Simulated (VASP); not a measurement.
**Bi: electric field gradients with LDA**

Bi:

```
CELL_PARAMETERS angstrom
2.20481 1.27295 3.95400
-2.20481 1.27295 3.95400
0.00000 -2.54589 3.95400
ATOMIC_POSITIONS crystal
Bi 0.23389 0.23389 0.23389
Bi 0.76611 0.76611 0.76611
```

This cell differs from its parent crystal: equal xx and yy strain of -3 %.

```json
{
  "Program": "VASP 6.6.1",
  "Task": "electric field gradients",
  "Functional": "LDA",
  "Potentials or basis": "VASP PAW LDA potentials, release 64 (Bi_d)",
  "Cutoff": "400 eV",
  "k mesh": "11 × 11 × 11",
  "Occupations": "fermi-dirac, width 0.03 eV",
  "Spin": "no spin polarisation",
  "Dipole correction": "no",
  "Further INCAR settings": "ALGO = Normal; EDIFF = 1e-08; NBANDS = 22"
}
```

| Quantity | Value |
| --- | --- |
| Pressure | 1.5 GPa |
| Largest force | 0.319 eV/Å |
| Band gap on the k mesh | zero (band 15 reaches 6.82 eV, above the bottom of band 16 at 6.65 eV) |

Forces in eV/Å, atoms in the order of the input:
```
Bi   0.000  0.000  0.319
Bi   0.000  0.000 -0.319
```

Stress tensor (GPa, compression positive):
```
1.96 0.00 0.00
0.00 1.96 0.00
0.00 0.00 0.62
```

Levels at points of the mesh, in eV from the Fermi level:
| k point | band 13 | band 14 | band 15 | band 16 | band 17 | band 18 |
| --- | --- | --- | --- | --- | --- | --- |
| (0.00, 0.00, 0.00) | -1.87 | -1.24 | -1.24 | 2.49 | 2.98 | 2.98 |

Electric field gradients, principal values (V/Å²):
| atom | least | middle | greatest (by size) |
| --- | --- | --- | --- |
| 1 Bi | 4.558 | 4.558 | -9.116 |
| 2 Bi | 4.558 | 4.558 | -9.116 |

It took 100 s on 1 thread of Intel(R) Xeon(R) Platinum 8375C CPU @ 2.90GHz (Ice Lake) (shared host), peak memory 0.22 GiB.

Caveat: the cell differs from its parent crystal (equal xx and yy strain of -3 %); without QUAD_EFG the Cq values of the log hold for a quadrupole moment of 1 mb, not for the nuclei; spin-orbit coupling is left out, which moves the levels of the heavy elements.
